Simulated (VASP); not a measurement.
# CaF2 (gw) (Fm-3m) in VASP: a series of runs

CaF2 (gw) is run at these levels: PBE; tasks: single point.

Program: VASP 6.6.1. These are calculated values, not measurements. Logs are shortened: lines on timing, memory, paths and dates and some standing lists are left out, and cuts for length are marked.

## (1) The cell of the first run

Symmetry: Fm-3m, No. 225, cubic system. Conventional cell: a = 5.421 Å, b = 5.421 Å, c = 5.421 Å, α = 90.00°, β = 90.00°, γ = 90.00°. Ca (site symmetry m-3m) has 8 F at 2.35 Å within 3.1 Å. Within 3.1 Å of F (site symmetry -43m) lie 4 Ca at 2.35 Å and 6 F at 2.71 Å.

## (2) Single point, PBE

INCAR reads:

```
SYSTEM = CaF2
PREC = Accurate ; ENCUT = 600
EDIFF = 1E-6 ; ISMEAR = 0
SIGMA = 0.01 ; LREAL = .False.
LASPH = .True. ; NELM = 120
ALGO = Normal ; ISIF = 2
LWAVE = .False. ; LCHARG = .True.
GGA = PE ; LELF = .True.
LVHAR = .True. ; NBANDS = 19
GGA_COMPAT = .False.
```

KPOINTS reads:

```
regular mesh
0
Gamma
  4 4 4
  0 0 0
```

POSCAR reads:

```
CaF2
1.0
    0.0000000000      2.7103819560      2.7103819560
    2.7103819560      0.0000000000      2.7103819560
    2.7103819560      2.7103819560      0.0000000000
Ca F
1 2
Direct
    0.0000000000      0.0000000000      0.0000000000
    0.2500000000      0.2500000000      0.2500000000
    0.7500000000      0.7500000000      0.7500000000
```

Potentials or basis: VASP PAW PBE potentials, release 64 (Ca_sv, F).

Run with:

```console
$ cat potpaw_PBE.64/Ca_sv/POTCAR potpaw_PBE.64/F/POTCAR > POTCAR
$ mpirun -np 1 vasp_std > vasp.out
```

OUTCAR:

```text
SYSTEM = CaF2
   PREC = Accurate
   ENCUT = 600
   EDIFF = 1E-6
   ISMEAR = 0
   LREAL = .False.
   LASPH = .True.
   NELM = 120
   ISIF = 2
   GGA = PE

 ion  position               nearest neighbor table
   1  0.000  0.000  0.000-   2 2.35   3 2.35   3 2.35   3 2.35   3 2.35   2 2.35   2 2.35   2 2.35

   2  0.250  0.250  0.250-   1 2.35   1 2.35   1 2.35   1 2.35
   3  0.750  0.750  0.750-   1 2.35   1 2.35   1 2.35   1 2.35

  LATTYP: Found a face centered cubic cell.
 ALAT       =     5.4207639120

  Lattice vectors:

 A1 = (   0.0000000000,   2.7103819560,   2.7103819560)
 A2 = (   2.7103819560,   0.0000000000,   2.7103819560)
 A3 = (   2.7103819560,   2.7103819560,   0.0000000000)

Analysis of symmetry for initial positions (statically):
=====================================================================
 Subroutine PRICEL returns:
 Original cell was already a primitive cell.

 Routine SETGRP: Setting up the symmetry group for a
 face centered cubic supercell.

 Subroutine GETGRP returns: Found 48 space group operations
 (whereof 48 operations were pure point group operations)
 out of a pool of 48 trial point group operations.

The static configuration has the point symmetry O_h .

Analysis of symmetry for dynamics (positions and initial velocities):
=====================================================================
 Subroutine PRICEL returns:
 Original cell was already a primitive cell.

 Routine SETGRP: Setting up the symmetry group for a
 face centered cubic supercell.

 Subroutine GETGRP returns: Found 48 space group operations
 (whereof 48 operations were pure point group operations)
 out of a pool of 48 trial point group operations.

The dynamic configuration has the point symmetry O_h .

 Subroutine INISYM returns: Found 48 space group operations
 (whereof 48 operations are pure point group operations),
 and found     1 'primitive' translations

----------------------------------------------------------------------------------------

                                     Primitive cell

  volume of cell :      39.8219

  direct lattice vectors                    reciprocal lattice vectors
     0.000000000  2.710381956  2.710381956    -0.184475844  0.184475844  0.184475844
     2.710381956  0.000000000  2.710381956     0.184475844 -0.184475844  0.184475844
     2.710381956  2.710381956  0.000000000     0.184475844  0.184475844 -0.184475844

  length of vectors
     3.833058921  3.833058921  3.833058921     0.319521535  0.319521535  0.319521535

  position of ions in fractional coordinates (direct lattice)
     0.000000000  0.000000000  0.000000000
     0.250000000  0.250000000  0.250000000
     0.750000000  0.750000000  0.750000000

  ion indices of the primitive-cell ions
   primitive index   ion index
                 1           1
                 2           2
                 3           3

----------------------------------------------------------------------------------------

 KPOINTS: regular mesh

Automatic generation of k-mesh.
 Grid dimensions read from file:
 generate k-points for:    4    4    4

 Generating k-lattice:

  Cartesian coordinates                     Fractional coordinates (reciprocal lattice)
    -0.046118961  0.046118961  0.046118961     0.250000000  0.000000000  0.000000000
     0.046118961 -0.046118961  0.046118961     0.000000000  0.250000000  0.000000000
     0.046118961  0.046118961 -0.046118961     0.000000000  0.000000000  0.250000000

  Length of vectors
     0.079880384  0.079880384  0.079880384

  Shift w.r.t. Gamma in fractional coordinates (k-lattice)
     0.000000000  0.000000000  0.000000000

 Subroutine IBZKPT returns following result:
 ===========================================

 Found      8 irreducible k-points:

 Following reciprocal coordinates:
            Coordinates               Weight
  0.000000  0.000000  0.000000      1.000000
  0.250000  0.000000  0.000000      8.000000
  0.500000  0.000000  0.000000      4.000000
  0.250000  0.250000  0.000000      6.000000
  0.500000  0.250000  0.000000     24.000000
 -0.250000  0.250000  0.000000     12.000000
  0.500000  0.500000  0.000000      3.000000
 -0.250000  0.500000  0.250000      6.000000
   k-points           NKPTS =      8   k-points in BZ     NKDIM =      8   number of bands    NBANDS=     19
   number of dos      NEDOS =    301   number of ions     NIONS =      3
   total plane-waves  NPLWV =  32768
   dimension x,y,z NGX =    32 NGY =   32 NGZ =   32
   dimension x,y,z NGXF=    64 NGYF=   64 NGZF=   64
   ions per type =               1   2
   NGX,Y,Z   is equivalent  to a cutoff of  13.88, 13.88, 13.88 a.u.
   NGXF,Y,Z  is equivalent  to a cutoff of  27.76, 27.76, 27.76 a.u.
 SYSTEM =  CaF2
   PREC   = accura    normal or accurate (medium, high low for compatibility)
   ISTART =      0    job   : 0-new  1-cont  2-samecut
   ICHARG =      2    charge: 1-file 2-atom 10-const
   ISPIN  =      1    spin polarized calculation?
   LNONCOLLINEAR =      F non collinear calculations
   LSORBIT =      F    spin-orbit coupling
   LASPH  =      T    aspherical Exc in radial PAW
   ENCUT  =  600.0 eV  44.10 Ry    6.64 a.u.   7.66  7.66  7.66*2*pi/ulx,y,z
   NELM   =    120;   NELMIN=  2; NELMDL= -5     # of ELM steps
   EDIFF  = 0.1E-05   stopping-criterion for ELM
   LREAL  =      F    real-space projection
   EDIFFG = 0.1E-04   stopping-criterion for IOM
   NSW    =      0    number of steps for IOM
   IBRION =     -1    ionic relax: 0-MD 1-quasi-New 2-CG
   NFREE  =      0    steps in history (QN), initial steepest desc. (CG)
   ISIF   =      2    stress and relaxation
   ISYM   =      2    0-nonsym 1-usesym 2-fastsym
   POTIM  = 0.5000    time-step for ionic-motion
   TEBEG  =    0.0;   TEEND  =   0.0 temperature during run
   PSTRESS=    0.0 pullay stress
   NELECT =      24.0000    total number of electrons
   NUPDOWN=      -1.0000    fix difference up-down
   EMIN   =  10.00;   EMAX   =-10.00  energy-range for DOS
   EFERMI =   0.00;   METHOD = LEGACY
   ISMEAR =     0;   SIGMA  =   0.01  broadening in eV -4-tet -1-fermi 0-gaus
   EFERMI_NEDOS =   21; number of points for ismear=-14 and -15
   IALGO  =     38    algorithm
   IMIX   =      4    mixing-type and parameters
     AMIX     =   0.40;   BMIX     =  1.00
     AMIX_MAG =   1.60;   BMIX_MAG =  1.00
  volume/ion in A,a.u.               =      13.27        89.58
  Fermi-wavevector in a.u.,A,eV,Ry     =   1.382838  2.613186 26.017631  1.912242
  Thomas-Fermi vector in A             =   2.507492
   LORBIT       =      0    0 simple, 1 ext, 2 COOP (PROOUT), +10 PAW based schemes
   GGA     = PE    functional components
   LHFCALC =     F    Hartree Fock is set to
   AEXX    =    0.0000 exact exchange contribution
   IVDW    =     0    specifies the selected vdW correction
   LEPSILON=     F    determine dielectric tensor
   LRPA    =     F    only Hartree local field effects (RPA)
 non-spin polarized calculation
 Gauss-broadening in eV      SIGMA  =   0.01
  energy-cutoff  :      600.00
  volume of cell :       39.82
 maximum number of plane-waves:      1363
 NGX is ok and might be reduce to    32
   NGX = 15   NGY = 15   NGZ = 15

 number of electron      23.9999987 magnetization

 Free energy of the ion-electron system (eV)
  ---------------------------------------------------
  ext. energy  EPLUGINS =         0.00000000
  ---------------------------------------------------
  free energy    TOTEN  =       -17.31144502 eV

  energy without entropy =      -17.31144502  energy(sigma->0) =      -17.31144502

 E-fermi :  -0.8002     XC(G=0):  -9.7448

 val. band max:       -0.8481349171   @ k =   0.5000   0.5000   0.0000
 cond. band min:       6.5676504348   @ k =   0.0000   0.0000   0.0000
 fundamental gap:      7.4157853519
 Fermi energy:        -0.8002333833

 k-point     1 :       0.0000    0.0000    0.0000
  band No.  band energies     occupation
      1     -36.7634      2.00000
      2     -20.8397      2.00000
      3     -20.0328      2.00000
      4     -17.7024      2.00000
      5     -17.7024      2.00000
      6     -17.7024      2.00000
[... 11 lines left out ...]
     18      10.5599      0.00000
     19      16.2927      0.00000

 k-point     2 :       0.2500    0.0000    0.0000
  band No.  band energies     occupation
      1     -36.7444      2.00000
      2     -20.9510      2.00000
      3     -20.2088      2.00000
      4     -17.7256      2.00000
      5     -17.7256      2.00000
      6     -17.4522      2.00000
[... 11 lines left out ...]
     18      10.4151      0.00000
     19      14.3069      0.00000

 k-point     3 :       0.5000    0.0000    0.0000
  band No.  band energies     occupation
      1     -36.7254      2.00000
      2     -20.9694      2.00000
      3     -20.4802      2.00000
      4     -17.7485      2.00000
      5     -17.7485      2.00000
      6     -17.1879      2.00000
[... 11 lines left out ...]
     18      10.2721      0.00000
     19      13.1348      0.00000

 k-point     4 :       0.2500    0.2500    0.0000
  band No.  band energies     occupation
      1     -36.7381      2.00000
      2     -21.0272      2.00000
      3     -20.1966      2.00000
      4     -17.7602      2.00000
      5     -17.7602      2.00000
      6     -17.3445      2.00000
[... 11 lines left out ...]
     18      10.3399      0.00000
     19      15.7570      0.00000

 k-point     5 :       0.5000    0.2500    0.0000
  band No.  band energies     occupation
      1     -36.7191      2.00000
      2     -20.9996      2.00000
      3     -20.5376      2.00000
      4     -17.7831      2.00000
      5     -17.6174      2.00000
      6     -17.2176      2.00000
[... 11 lines left out ...]
     18      11.6987      0.00000
     19      14.0603      0.00000

 k-point     6 :      -0.2500    0.2500    0.0000
  band No.  band energies     occupation
      1     -36.7254      2.00000
      2     -20.9314      2.00000
      3     -20.5382      2.00000
      4     -17.7488      2.00000
      5     -17.5282      2.00000
      6     -17.3875      2.00000
[... 11 lines left out ...]
     18      11.1894      0.00000
     19      14.4085      0.00000

 k-point     7 :       0.5000    0.5000    0.0000
  band No.  band energies     occupation
      1     -36.7128      2.00000
      2     -21.1855      2.00000
      3     -20.3529      2.00000
      4     -17.8174      2.00000
      5     -17.8174      2.00000
      6     -17.0024      2.00000
[... 11 lines left out ...]
     18      12.6795      0.00000
     19      14.2010      0.00000

 k-point     8 :      -0.2500    0.5000    0.2500
  band No.  band energies     occupation
      1     -36.7128      2.00000
      2     -20.8231      2.00000
      3     -20.8231      2.00000
      4     -17.8202      2.00000
      5     -17.3540      2.00000
      6     -17.3540      2.00000
[... 11 lines left out ...]
     18      13.7624      0.00000
     19      15.0602      0.00000

------------------------ aborting loop because EDIFF is reached ----------------------------------------

  FORCE on cell =-STRESS in cart. coord.  units (eV):
  Direction    XX          YY          ZZ          XY          YZ          ZX
  --------------------------------------------------------------------------------------
  -------------------------------------------------------------------------------------
  Total        1.1342823      1.1342823      1.1342823      0.0000000      0.0000000     -0.0000000
  in kB       45.6362833     45.6362833     45.6362833      0.0000000      0.0000000     -0.0000000
  external PRESSURE =      45.6362833 kB  Pullay stress =       0.0000000 kB

 VOLUME and BASIS-vectors are now :
 -----------------------------------------------------------------------------
  energy-cutoff  :      600.00
  volume of cell :       39.82
      direct lattice vectors                 reciprocal lattice vectors
     0.000000000  2.710381956  2.710381956    -0.184475844  0.184475844  0.184475844
     2.710381956  0.000000000  2.710381956     0.184475844 -0.184475844  0.184475844
     2.710381956  2.710381956  0.000000000     0.184475844  0.184475844 -0.184475844

 POSITION                                       TOTAL-FORCE (eV/Angst)
 -----------------------------------------------------------------------------------
      0.00000      0.00000      0.00000        -0.000000     -0.000000     -0.000000
      1.35519      1.35519      1.35519        -0.000000     -0.000000     -0.000000
      4.06557      4.06557      4.06557         0.000000      0.000000      0.000000
 -----------------------------------------------------------------------------------
    total drift:                                0.000000     -0.000000      0.000000

  FREE ENERGIE OF THE ION-ELECTRON SYSTEM (eV)
  ---------------------------------------------------
  free  energy   TOTEN  =       -17.3114450226 eV

  energy  without entropy=      -17.3114450226  energy(sigma->0) =      -17.31144502
```

Run time: 6.3 s. Hardware: 1 thread of AMD EPYC 9R45 (Zen 5), shared host; peak memory 0.15 GiB.

What came out:

```
Free energy            : -17.3114 eV
Pressure               : 4.6 GPa
Band gap on the k mesh : 7.42 eV, indirect (least direct gap 7.68 eV)
```

Caveat: the k points lie up to 0.50 Å⁻¹ apart.

## (3) Single point, PBE

INCAR reads:

```
  ALGO = Normal
  EDIFF = 1E-6
  ENCUT = 600
  GGA = PE
  GGA_COMPAT = F
  ISIF = 2
  ISMEAR = 0
  LASPH = T
  LCHARG = T
  LELF = T
  LREAL = F
  LVHAR = T
  LWAVE = F
  NBANDS = 19
  NELM = 120
  PREC = Accurate
  SIGMA = 0.01
```

KPOINTS reads:

```
k-points
0
Gamma
  6 6 6
```

POSCAR is that of step 2.

Potentials or basis: VASP PAW PBE potentials, release 64 (Ca_sv, F).

Run with:

```console
$ cat potpaw_PBE.64/Ca_sv/POTCAR potpaw_PBE.64/F/POTCAR > POTCAR
$ mpirun -np 1 vasp_std > vasp.out
```

Wall time 10 s (1 thread of AMD EPYC 9R45 (Zen 5), shared host); peak memory 0.15 GiB.

It converged, with:

- Free energy: -17.3116 eV
- Pressure: 4.5 GPa
- Band gap on the k mesh: 7.42 eV, indirect (least direct gap 7.68 eV)

Levels at points of the mesh, in eV from the valence-band top:
```
           k point  band 9  band 10  band 11  band 12  band 13  band 14  band 15  band 16
(0.00, 0.00, 0.00)   -2.18    -0.26    -0.26    -0.26     7.42     9.26     9.26    11.41
(0.50, 0.00, 0.00)   -1.32    -1.27    -0.85    -0.85     9.48     9.48     9.89    10.85
(0.50, 0.50, 0.00)   -1.68    -0.38    -0.38     0.00     8.18     9.65    10.21    11.02
```
